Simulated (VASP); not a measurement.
Here is a VASP 6.6.1 calculation.

INCAR

```
ALGO     = Normal         # electronic algorithm
EDIFF    = 1E-6           # SCF threshold, eV
ENCUT    = 520            # plane-wave cutoff, eV
GGA      = PE             # functional
ISIF     = 2              # what is computed and relaxed
ISMEAR   = -1             # smearing method
ISPIN    = 2              # spin polarisation
LASPH    = T              # aspherical terms in the spheres
LCHARG   = T              # write CHGCAR
LELF     = T              # ELF
LMAXMIX  = 4              # l up to which the mixer works
LORBIT   = 11             # projections on sites
LREAL    = F              # projectors in reciprocal space
LVHAR    = T            
LWAVE    = F              # write WAVECAR
MAGMOM   = 3 3            # initial moments
NBANDS   = 19             # bands
NELM     = 150            # most SCF steps
PREC     = Accurate       # precision mode
SIGMA    = 0.1            # smearing width, eV
```

Contents of KPOINTS:

```
k-points
0
Gamma
  9 9 9
```

Contents of POSCAR:

```
Fe
1.0
    0.0000000000     -1.9417396906      1.9651051623
    0.0000000000      1.9417396906      1.9651051623
   -2.9968794198      0.0000000000      0.0000000000
Fe
2
Direct
    0.0000000000      0.0000000000      0.0000000000
    0.5000000000      0.5000000000      0.5000000000
```

Potentials or basis: VASP PAW PBE potentials, release 64 (Fe).

Launch:

```bash
$ cat potpaw_PBE.64/Fe/POTCAR > POTCAR
$ mpirun -np 1 vasp_std > vasp.out
```

(1) What does it give for the site moments?

(2) Predict the pressure.

(3) Estimate the net moment.

Answers

(1) Fe +2.21 μB.

(2) -0.6 GPa.

(3) 4.42 μB per cell.
